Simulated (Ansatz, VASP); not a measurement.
## Cu in VASP and in Ansatz

Contents of INCAR:

```
SYSTEM = Cu
PREC = Accurate ; ENCUT = 520
EDIFF = 1E-7 ; ISMEAR = 0
SIGMA = 0.05 ; LREAL = .FALSE.
LASPH = .TRUE. ; NELM = 100
ALGO = Fast ; ISIF = 2
LWAVE = .FALSE. ; LCHARG = .FALSE.
GGA = PE ; NBANDS = 12
```

The input KPOINTS:

```
Automatic mesh
0
G
  22 22 22
  0 0 0
```

Contents of POSCAR:

```
Cu
1.0
    0.0000000000      1.8384002058      1.8384002058
    1.8384002058      0.0000000000      1.8384002058
    1.8384002058      1.8384002058      0.0000000000
Cu
1
Direct
    0.0000000000      0.0000000000      0.0000000000
```

Input for Ansatz:

```yaml
crystal:
  lattice:
    - [0.0, 1.8384002058, 1.8384002058]
    - [1.8384002058, 0.0, 1.8384002058]
    - [1.8384002058, 1.8384002058, 0.0]
  atoms:
    - { symbol: Cu, position: [0.0, 0.0, 0.0] }
basis:
  ecutwfc: 420
  ecutrho_ratio: 4
kpoints:
  mp_grid: { grid: [22, 22, 22] }
hamiltonian:
  xc: pbe
scf:
  occupations: { method: gaussian, width: 0.05 }
output:
  forces: true
  stress: true
  eigenvalues: true
```

Alike in both runs: task single point; functional PBE; k mesh 22 × 22 × 22; occupations gaussian, width 0.05 eV; no spin polarisation.

```csv
,VASP,Ansatz
version,VASP 6.6.1,Ansatz 0.2.0
potentials or method,"VASP PAW PBE potentials, release 64 (Cu), cutoff 520 eV","scalar-relativistic, plane waves, PAW"
valence electrons in the cell,11,19
```

|  | VASP | Ansatz | Ansatz less VASP |
| --- | --- | --- | --- |
| gap on the k mesh at the Fermi level (eV) | none | none | - |
| pressure (GPa) | -4.2 | -5.0 | -0.77 |

A gap of «none» marks a metal or a gap that the smearing closes. VASP's potentials hold 11 valence electrons a cell and Ansatz's 19, so a difference there can come from the potentials and not from the codes.
